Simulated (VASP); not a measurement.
# BiOs (Fm-3m) in VASP: further runs

The runs below take BiOs through single point, with LDA, PBE.

Everything below comes from runs of VASP 6.6.1. Logs are shortened: lines on timing, memory, paths and dates and some standing lists are left out, and cuts for length are marked.

## (1) The cell of the first run

Symmetry: Fm-3m, No. 225, cubic system. Conventional cell: a = 5.592 Å, b = 5.592 Å, c = 5.592 Å, α = 90.00°, β = 90.00°, γ = 90.00°. Os (site symmetry m-3m) has 6 Bi at 2.80 Å within 3.7 Å. Bi (site symmetry m-3m) has 6 Os at 2.80 Å within 3.7 Å.

## (2) Single point, LDA

INCAR reads:

```
ALGO     = Fast           # electronic algorithm
EDIFF    = 1E-7           # SCF threshold, eV
ENCUT    = 520            # plane-wave cutoff, eV
GGA      = CA             # functional
ISIF     = 2              # what is computed and relaxed
ISMEAR   = 0              # smearing method
LASPH    = True           # aspherical terms in the spheres
LCHARG   = False          # write CHGCAR
LREAL    = False          # projectors in reciprocal space
LWAVE    = False          # write WAVECAR
NBANDS   = 18             # bands
NELM     = 80             # most SCF steps
PREC     = Accurate       # precision mode
SIGMA    = 0.05           # smearing width, eV
```

KPOINTS reads:

```
k-points
0
Gamma
  10 10 10
```

POSCAR reads:

```
BiOs
1.0
    0.0000000000      2.7958475025      2.7958475025
    2.7958475025      0.0000000000      2.7958475025
    2.7958475025      2.7958475025      0.0000000000
Os Bi
1 1
Direct
    0.5000000000      0.5000000000      0.5000000000
    0.0000000000      0.0000000000      0.0000000000
```

Potentials or basis: VASP PAW LDA potentials, release 64 (Os, Bi_d).

On the command line:

```
> cat potpaw_LDA.64/Os/POTCAR potpaw_LDA.64/Bi_d/POTCAR > POTCAR
> mpirun -np 1 vasp_std > vasp.out
```

OUTCAR:

```text
EDIFF = 1E-7
   ENCUT = 520
   GGA = CA
   ISIF = 2
   ISMEAR = 0
   LASPH = True
   LREAL = False
   NELM = 80
   PREC = Accurate

 ion  position               nearest neighbor table
   1  0.500  0.500  0.500-   2 2.80   2 2.80   2 2.80   2 2.80   2 2.80   2 2.80
   2  0.000  0.000  0.000-   1 2.80   1 2.80   1 2.80   1 2.80   1 2.80   1 2.80

  LATTYP: Found a face centered cubic cell.
 ALAT       =     5.5916950050

  Lattice vectors:

 A1 = (   0.0000000000,   2.7958475025,   2.7958475025)
 A2 = (   2.7958475025,   0.0000000000,   2.7958475025)
 A3 = (   2.7958475025,   2.7958475025,   0.0000000000)

Analysis of symmetry for initial positions (statically):
=====================================================================
 Subroutine PRICEL returns:
 Original cell was already a primitive cell.

 Routine SETGRP: Setting up the symmetry group for a
 face centered cubic supercell.

 Subroutine GETGRP returns: Found 48 space group operations
 (whereof 48 operations were pure point group operations)
 out of a pool of 48 trial point group operations.

The static configuration has the point symmetry O_h .

Analysis of symmetry for dynamics (positions and initial velocities):
=====================================================================
 Subroutine PRICEL returns:
 Original cell was already a primitive cell.

 Routine SETGRP: Setting up the symmetry group for a
 face centered cubic supercell.

 Subroutine GETGRP returns: Found 48 space group operations
 (whereof 48 operations were pure point group operations)
 out of a pool of 48 trial point group operations.

The dynamic configuration has the point symmetry O_h .

 Subroutine INISYM returns: Found 48 space group operations
 (whereof 48 operations are pure point group operations),
 and found     1 'primitive' translations

----------------------------------------------------------------------------------------

                                     Primitive cell

  volume of cell :      43.7090

  direct lattice vectors                    reciprocal lattice vectors
     0.000000000  2.795847503  2.795847503    -0.178836650  0.178836650  0.178836650
     2.795847503  0.000000000  2.795847503     0.178836650 -0.178836650  0.178836650
     2.795847503  2.795847503  0.000000000     0.178836650  0.178836650 -0.178836650

  length of vectors
     3.953925456  3.953925456  3.953925456     0.309754163  0.309754163  0.309754163

  position of ions in fractional coordinates (direct lattice)
     0.500000000  0.500000000  0.500000000
     0.000000000  0.000000000  0.000000000

  ion indices of the primitive-cell ions
   primitive index   ion index
                 1           1
                 2           2

----------------------------------------------------------------------------------------

 KPOINTS: k-points

Automatic generation of k-mesh.
 Grid dimensions read from file:
 generate k-points for:   10   10   10

 Generating k-lattice:

  Cartesian coordinates                     Fractional coordinates (reciprocal lattice)
    -0.017883665  0.017883665  0.017883665     0.100000000  0.000000000  0.000000000
     0.017883665 -0.017883665  0.017883665     0.000000000  0.100000000  0.000000000
     0.017883665  0.017883665 -0.017883665     0.000000000  0.000000000  0.100000000

  Length of vectors
     0.030975416  0.030975416  0.030975416

  Shift w.r.t. Gamma in fractional coordinates (k-lattice)
     0.000000000  0.000000000  0.000000000

 Subroutine IBZKPT returns following result:
 ===========================================

 Found     47 irreducible k-points:

 Following reciprocal coordinates:
            Coordinates               Weight
  0.000000  0.000000  0.000000      1.000000
  0.100000  0.000000  0.000000      8.000000
  0.200000  0.000000  0.000000      8.000000
  0.300000  0.000000  0.000000      8.000000
  0.400000  0.000000  0.000000      8.000000
  0.500000  0.000000  0.000000      4.000000
[... 16 lines left out ...]
  0.300000  0.300000  0.000000      6.000000
  0.400000  0.300000  0.000000     24.000000
 [... further k-points ...]
   k-points           NKPTS =     47   k-points in BZ     NKDIM =     47   number of bands    NBANDS=     18
   number of dos      NEDOS =    301   number of ions     NIONS =      2
   total plane-waves  NPLWV =  27000
   dimension x,y,z NGX =    30 NGY =   30 NGZ =   30
   dimension x,y,z NGXF=    60 NGYF=   60 NGZF=   60
   ions per type =               1   1
   NGX,Y,Z   is equivalent  to a cutoff of  12.61, 12.61, 12.61 a.u.
   NGXF,Y,Z  is equivalent  to a cutoff of  25.23, 25.23, 25.23 a.u.
 SYSTEM =  unknown system
   PREC   = accura    normal or accurate (medium, high low for compatibility)
   ISTART =      0    job   : 0-new  1-cont  2-samecut
   ICHARG =      2    charge: 1-file 2-atom 10-const
   ISPIN  =      1    spin polarized calculation?
   LNONCOLLINEAR =      F non collinear calculations
   LSORBIT =      F    spin-orbit coupling
   LASPH  =      T    aspherical Exc in radial PAW
   ENCUT  =  520.0 eV  38.22 Ry    6.18 a.u.   7.35  7.35  7.35*2*pi/ulx,y,z
   NELM   =     80;   NELMIN=  2; NELMDL= -5     # of ELM steps
   EDIFF  = 0.1E-06   stopping-criterion for ELM
   LREAL  =      F    real-space projection
   EDIFFG = 0.1E-05   stopping-criterion for IOM
   NSW    =      0    number of steps for IOM
   IBRION =     -1    ionic relax: 0-MD 1-quasi-New 2-CG
   NFREE  =      0    steps in history (QN), initial steepest desc. (CG)
   ISIF   =      2    stress and relaxation
   ISYM   =      2    0-nonsym 1-usesym 2-fastsym
   POTIM  = 0.5000    time-step for ionic-motion
   TEBEG  =    0.0;   TEEND  =   0.0 temperature during run
   PSTRESS=    0.0 pullay stress
   NELECT =      23.0000    total number of electrons
   NUPDOWN=      -1.0000    fix difference up-down
   EMIN   =  10.00;   EMAX   =-10.00  energy-range for DOS
   EFERMI =   0.00;   METHOD = LEGACY
   ISMEAR =     0;   SIGMA  =   0.05  broadening in eV -4-tet -1-fermi 0-gaus
   EFERMI_NEDOS =   21; number of points for ismear=-14 and -15
   IALGO  =     68    algorithm
   IMIX   =      4    mixing-type and parameters
     AMIX     =   0.40;   BMIX     =  1.00
     AMIX_MAG =   1.60;   BMIX_MAG =  1.00
  volume/ion in A,a.u.               =      21.85       147.48
  Fermi-wavevector in a.u.,A,eV,Ry     =   1.321683  2.497619 23.767281  1.746846
  Thomas-Fermi vector in A             =   2.451419
   LORBIT       =      0    0 simple, 1 ext, 2 COOP (PROOUT), +10 PAW based schemes
   GGA     = CA    functional components
   LHFCALC =     F    Hartree Fock is set to
   AEXX    =    0.0000 exact exchange contribution
   IVDW    =     0    specifies the selected vdW correction
   LEPSILON=     F    determine dielectric tensor
   LRPA    =     F    only Hartree local field effects (RPA)
 non-spin polarized calculation
 RMM-DIIS sequential band-by-band and
 Gauss-broadening in eV      SIGMA  =   0.05
  energy-cutoff  :      520.00
  volume of cell :       43.71
 maximum number of plane-waves:      1243
 NGX is ok and might be reduce to    30
   NGX = 15   NGY = 15   NGZ = 15

 number of electron      23.0000008 magnetization

 Free energy of the ion-electron system (eV)
  ---------------------------------------------------
  ext. energy  EPLUGINS =         0.00000000
  ---------------------------------------------------
  free energy    TOTEN  =       -14.42428770 eV

  energy without entropy =      -14.41883564  energy(sigma->0) =      -14.42156167

 E-fermi :   7.8192     XC(G=0): -11.8933

 val. band max:        7.7906639704   @ k =   0.3000   0.1000   0.0000
 cond. band min:       7.8210964709   @ k =  -0.4000   0.5000   0.1000
 fundamental gap:      0.0304325005
 Fermi energy:         7.8191801248

 k-point     1 :       0.0000    0.0000    0.0000
  band No.  band energies     occupation
      1     -14.8390      2.00000
      2     -14.8390      2.00000
      3     -14.7554      2.00000
      4     -14.7554      2.00000
      5     -14.7554      2.00000
      6      -5.2132      2.00000
[... 10 lines left out ...]
     17      18.7689      0.00000
     18      18.7689      0.00000

 k-point     2 :       0.1000    0.0000    0.0000
  band No.  band energies     occupation
      1     -14.8349      2.00000
      2     -14.8349      2.00000
      3     -14.7538      2.00000
      4     -14.7518      2.00000
      5     -14.7518      2.00000
      6      -5.0727      2.00000
[... 10 lines left out ...]
     17      18.0972      0.00000
     18      18.3079      0.00000

 k-point     3 :       0.2000    0.0000    0.0000
  band No.  band energies     occupation
      1     -14.8246      2.00000
      2     -14.8246      2.00000
      3     -14.7497      2.00000
      4     -14.7418      2.00000
      5     -14.7418      2.00000
      6      -4.6649      2.00000
[... 10 lines left out ...]
     17      17.3005      0.00000
     18      17.3186      0.00000

 k-point     4 :       0.3000    0.0000    0.0000
  band No.  band energies     occupation
      1     -14.8129      2.00000
      2     -14.8129      2.00000
      3     -14.7448      2.00000
      4     -14.7284      2.00000
      5     -14.7284      2.00000
      6      -4.0444      2.00000
[... 375 lines left out ...]
      4     -14.7305      2.00000
      5     -14.7227      2.00000
      6      -3.8954      2.00000
[... 10 lines left out ...]
     17      16.3206      0.00000
     18      17.5104      0.00000

 k-point    23 :       0.3000    0.3000    0.0000
  band No.  band energies     occupation
      1     -14.8254      2.00000
      2     -14.8201      2.00000
      3     -14.7721      2.00000
      4     -14.7104      2.00000
      5     -14.7104      2.00000
      6      -3.8934      2.00000
[... 10 lines left out ...]
     17      19.2769      0.00000
     18      19.2795      0.00000

 k-point    24 :       0.4000    0.3000    0.0000
  band No.  band energies     occupation
      1     -14.8310      2.00000
      2     -14.8140      2.00000
      3     -14.7713      2.00000
      4     -14.7035      2.00000
      5     -14.7021      2.00000
      6      -3.5520      2.00000
[... 10 lines left out ...]
     17      19.2415      0.00000
     18      19.5651      0.00000

 [... further k-points ...]
[... 5 lines left out ...]
  --------------------------------------------------------------------------------------
  -------------------------------------------------------------------------------------
  Total       -2.1770059     -2.1770059     -2.1770059     -0.0000000     -0.0000000      0.0000000
  in kB      -79.7994229    -79.7994229    -79.7994229     -0.0000000     -0.0000000      0.0000000
  external PRESSURE =     -79.7994229 kB  Pullay stress =       0.0000000 kB

 VOLUME and BASIS-vectors are now :
 -----------------------------------------------------------------------------
  energy-cutoff  :      520.00
  volume of cell :       43.71
      direct lattice vectors                 reciprocal lattice vectors
     0.000000000  2.795847503  2.795847503    -0.178836650  0.178836650  0.178836650
     2.795847503  0.000000000  2.795847503     0.178836650 -0.178836650  0.178836650
     2.795847503  2.795847503  0.000000000     0.178836650  0.178836650 -0.178836650

 POSITION                                       TOTAL-FORCE (eV/Angst)
 -----------------------------------------------------------------------------------
      2.79585      2.79585      2.79585        -0.000000     -0.000000     -0.000000
      0.00000      0.00000      0.00000         0.000000      0.000000      0.000000
 -----------------------------------------------------------------------------------
    total drift:                               -0.000000      0.000000      0.000000

  FREE ENERGIE OF THE ION-ELECTRON SYSTEM (eV)
  ---------------------------------------------------
  free  energy   TOTEN  =       -14.4242876961 eV

  energy  without entropy=      -14.4188356437  energy(sigma->0) =      -14.42156167
```

It took 80 s on 1 thread of Intel Xeon 8259CL, shared host; peak memory 0.18 GiB.

Results:

```yaml
Free_energy: -14.4243 eV
Pressure: -8.0 GPa
Band_gap_on_the_k_mesh: zero (an odd number of electrons rules out a gap without spin polarisation)
```

Levels at points of the mesh, in eV from the Fermi level:
| k point | band 8 | band 9 | band 10 | band 11 | band 12 | band 13 | band 14 | band 15 |
| --- | --- | --- | --- | --- | --- | --- | --- | --- |
| (0.00, 0.00, 0.00) | -1.39 | -1.39 | -1.05 | -1.05 | 1.92 | 1.92 | 1.92 | 4.04 |
| (0.50, 0.00, 0.00) | -3.45 | -3.45 | -0.53 | -0.53 | -0.22 | 4.34 | 6.43 | 6.43 |
| (0.50, 0.50, 0.00) | -2.37 | -0.91 | -0.91 | -0.59 | -0.04 | -0.04 | 0.24 | 2.17 |

Caveat: the cell stands under tension; spin-orbit coupling is left out, which moves the levels of the heavy elements.

## (3) Single point, PBE (22.29 Å³/atom)

This run uses another cell than the first one, of 22.29 Å³/atom.

INCAR reads:

```
SYSTEM = BiOs
PREC = Accurate
ENCUT = 520
EDIFF = 1E-7
ISMEAR = 0
SIGMA = 0.05
LREAL = .FALSE.
LASPH = .TRUE.
NELM = 60
ALGO = Normal
ISIF = 2
LWAVE = .FALSE.
LCHARG = .FALSE.
GGA = PE
NBANDS = 18
```

KPOINTS reads:

```
regular mesh
0
G
  10 10 10
  0 0 0
```

POSCAR reads:

```
BiOs
1.0
    0.0000000000      2.8143635885      2.8143635885
    2.8143635885      0.0000000000      2.8143635885
    2.8143635885      2.8143635885      0.0000000000
Os Bi
1 1
Direct
    0.5000000000      0.5000000000      0.5000000000
    0.0000000000      0.0000000000      0.0000000000
```

Potentials or basis: VASP PAW PBE potentials, release 64 (Os, Bi_d).

On the command line:

```
> cat potpaw_PBE.64/Os/POTCAR potpaw_PBE.64/Bi_d/POTCAR > POTCAR
> mpirun -np 1 vasp_std > vasp.out
```

Wall time 61 s (1 thread of Intel Xeon 8259CL, shared host); peak memory 0.19 GiB.

It converged, with:

- Free energy: -12.3425 eV
- Pressure: -2.2 GPa
- Band gap on the k mesh: zero (an odd number of electrons rules out a gap without spin polarisation)

Levels at points of the mesh, in eV from the Fermi level:
| k point | band 8 | band 9 | band 10 | band 11 | band 12 | band 13 | band 14 | band 15 |
| --- | --- | --- | --- | --- | --- | --- | --- | --- |
| (0.00, 0.00, 0.00) | -1.36 | -1.36 | -0.99 | -0.99 | 1.91 | 1.91 | 1.91 | 3.83 |
| (0.50, 0.00, 0.00) | -3.33 | -3.33 | -0.50 | -0.50 | -0.21 | 4.26 | 6.33 | 6.33 |
| (0.50, 0.50, 0.00) | -2.31 | -0.88 | -0.88 | -0.53 | -0.04 | -0.04 | 0.21 | 2.09 |

Caveat: spin-orbit coupling is left out, which moves the levels of the heavy elements.

## (4) Single point, PBE (22.73 Å³/atom)

This run uses another cell than the first one, of 22.73 Å³/atom.

INCAR reads:

```
SYSTEM = BiOs
PREC     = Accurate       ! precision mode
ENCUT    = 520            ! plane-wave cutoff, eV
EDIFF    = 1E-6           ! SCF threshold, eV
ISMEAR   = 0              ! smearing method
SIGMA    = 0.05           ! smearing width, eV
LREAL    = .FALSE.        ! projectors in reciprocal space
LASPH    = .TRUE.         ! aspherical terms in the spheres
NELM     = 100            ! most SCF steps
ALGO     = Fast           ! electronic algorithm
ISIF     = 2              ! what is computed and relaxed
LWAVE    = .FALSE.        ! write WAVECAR
LCHARG   = .FALSE.        ! write CHGCAR
GGA      = PE             ! functional
NBANDS   = 18             ! bands
```

KPOINTS is that of step 3.

POSCAR reads:

```
BiOs
1.0
    0.0000000000      2.8326391888      2.8326391888
    2.8326391888      0.0000000000      2.8326391888
    2.8326391888      2.8326391888      0.0000000000
Os Bi
1 1
Direct
    0.5000000000      0.5000000000      0.5000000000
    0.0000000000      0.0000000000      0.0000000000
```

On the command line:

```
> cat potpaw_PBE.64/Os/POTCAR potpaw_PBE.64/Bi_d/POTCAR > POTCAR
> mpirun -np 1 vasp_std > vasp.out
```

It took 71 s on 1 thread of Intel Xeon 8259CL, shared host; peak memory 0.19 GiB.

It converged, with:

```
Free energy            : -12.3250 eV
Pressure               : -4.4 GPa
Band gap on the k mesh : zero (an odd number of electrons rules out a gap without spin polarisation)
```

Levels at points of the mesh, in eV from the Fermi level:
```csv
k point,band 8,band 9,band 10,band 11,band 12,band 13,band 14,band 15
"(0.00, 0.00, 0.00)",-1.31,-1.31,-0.96,-0.96,1.87,1.87,1.87,3.63
"(0.50, 0.00, 0.00)",-3.24,-3.24,-0.47,-0.47,-0.19,4.22,6.18,6.18
"(0.50, 0.50, 0.00)",-2.23,-0.85,-0.85,-0.52,-0.03,-0.03,0.18,1.97
```

Caveat: the cell stands under tension; spin-orbit coupling is left out, which moves the levels of the heavy elements.

## (5) Single point, PBE (23.38 Å³/atom)

This run uses another cell than the first one, of 23.38 Å³/atom.

INCAR reads:

```
  ALGO = Normal
  EDIFF = 1E-6
  ENCUT = 520
  GGA = PE
  ISIF = 2
  ISMEAR = 0
  LASPH = True
  LCHARG = False
  LREAL = False
  LWAVE = False
  NBANDS = 18
  NELM = 100
  PREC = Accurate
  SIGMA = 0.05
```

KPOINTS reads:

```
k-points
0
Gamma
  10 10 10
```

POSCAR reads:

```
BiOs
1.0
    0.0000000000      2.8596183286      2.8596183286
    2.8596183286      0.0000000000      2.8596183286
    2.8596183286      2.8596183286      0.0000000000
Os Bi
1 1
Direct
    0.5000000000      0.5000000000      0.5000000000
    0.0000000000      0.0000000000      0.0000000000
```

On the command line:

```
> cat potpaw_PBE.64/Os/POTCAR potpaw_PBE.64/Bi_d/POTCAR > POTCAR
> mpirun -np 1 vasp_std > vasp.out
```

Run time: 50 s. Hardware: 1 thread of Intel Xeon 8259CL, shared host; peak memory 0.2 GiB.

The run converged. Its results:

```yaml
Free_energy: -12.2791 eV
Pressure: -7.0 GPa
Band_gap_on_the_k_mesh: zero (an odd number of electrons rules out a gap without spin polarisation)
```

Levels at points of the mesh, in eV from the Fermi level:
```
           k point  band 7  band 8  band 9  band 10  band 11  band 12  band 13  band 14  band 15  band 16
(0.00, 0.00, 0.00)   -1.23   -1.23   -1.23    -0.93    -0.93     1.82     1.82     1.82     3.34     7.70
(0.50, 0.00, 0.00)   -5.91   -3.12   -3.12    -0.43    -0.43    -0.17     4.17     5.97     5.97     6.56
(0.50, 0.50, 0.00)   -3.85   -2.11   -0.80    -0.80    -0.50    -0.01    -0.01     0.14     1.81     8.73
```

Caveat: the cell stands under tension; spin-orbit coupling is left out, which moves the levels of the heavy elements.

## (6) The runs side by side

```tsv
level	potentials or basis	cell	gap on the mesh (eV)	pressure (GPa)
LDA	VASP PAW LDA potentials, release 64 (Os, Bi_d)	a = 3.954 Å, angles 60.0°, 2 atoms	none	-8.0
PBE	VASP PAW PBE potentials, release 64 (Os, Bi_d)	a = 3.980 Å, angles 60.0°, 2 atoms	none	-2.2
PBE	VASP PAW PBE potentials, release 64 (Os, Bi_d)	a = 4.006 Å, angles 60.0°, 2 atoms	none	-4.4
PBE	VASP PAW PBE potentials, release 64 (Os, Bi_d)	a = 4.044 Å, angles 60.0°, 2 atoms	none	-7.0
```

Alike in all rows: task single point; no spin polarisation; k mesh 10 × 10 × 10; cutoff (eV) 520; smearing gaussian 0.05 eV.

Caveats: spin-orbit coupling is left out, which moves the levels of the heavy elements; the cell stands under tension (at least some runs).

Total energies depend on the potentials used, so only differences within one code and one set of settings carry meaning.

The gap in the log of VASP goes by the Fermi energy; the results here count the filled bands.